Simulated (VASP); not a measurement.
Input of a VASP 6.6.1 run:

Contents of INCAR:

```
ALGO = Normal ; EDIFF = 1E-6
ENCUT = 520 ; GGA = PS
ISIF = 2 ; ISMEAR = 0
LASPH = True ; LCHARG = True
LELF = True ; LREAL = False
LVHAR = True ; LWAVE = False
NBANDS = 36 ; NELM = 60
PREC = Accurate ; SIGMA = 0.15
```

Contents of KPOINTS:

```
k-points
0
Gamma
  10 10 10
```

The input POSCAR:

```
CoSi
1.0
    4.3858255181      0.0000000000      0.0000000000
    0.0000000000      4.3858255181      0.0000000000
    0.0000000000      0.0000000000      4.3858255181
Co Si
4 4
Direct
    0.1416954750      0.1416954750      0.1416954750
    0.3583045250      0.8583045250      0.6416954750
    0.6416954750      0.3583045250      0.8583045250
    0.8583045250      0.6416954750      0.3583045250
    0.8430353257      0.8430353257      0.8430353257
    0.6569646743      0.1569646743      0.3430353257
    0.3430353257      0.6569646743      0.1569646743
    0.1569646743      0.3430353257      0.6569646743
```

Potentials or basis: VASP PAW PBE potentials, release 64 (Co, Si).

Run with:

```sh
$ cat potpaw_PBE.64/Co/POTCAR potpaw_PBE.64/Si/POTCAR > POTCAR
$ mpirun -np 1 vasp_std > vasp.out
```

Q: What does it give for the band gap on the k mesh?

A: Zero (bands 26 and 27 overlap by 0.22 eV).

Q: Estimate the pressure.

A: 0.9 GPa.

Q: What does it give for the largest force?

A: 0.268 eV/Å.

Forces in eV/Å, atoms in the order of the input:
```
Co   0.155  0.155  0.155
Co  -0.155 -0.155  0.155
Co   0.155 -0.155 -0.155
Co  -0.155  0.155 -0.155
Si  -0.002 -0.002 -0.002
Si   0.002  0.002 -0.002
Si  -0.002  0.002  0.002
Si   0.002 -0.002  0.002
```

Caveat: the cell differs from its parent crystal (atoms displaced along a vibrational mode); the PAW data sets were made with another functional, which shifts forces and pressure a little; the run has no spin polarisation, though such a crystal can be magnetic. Spin polarisation is off, so any magnetic state and its effect on volume and gap are missing.
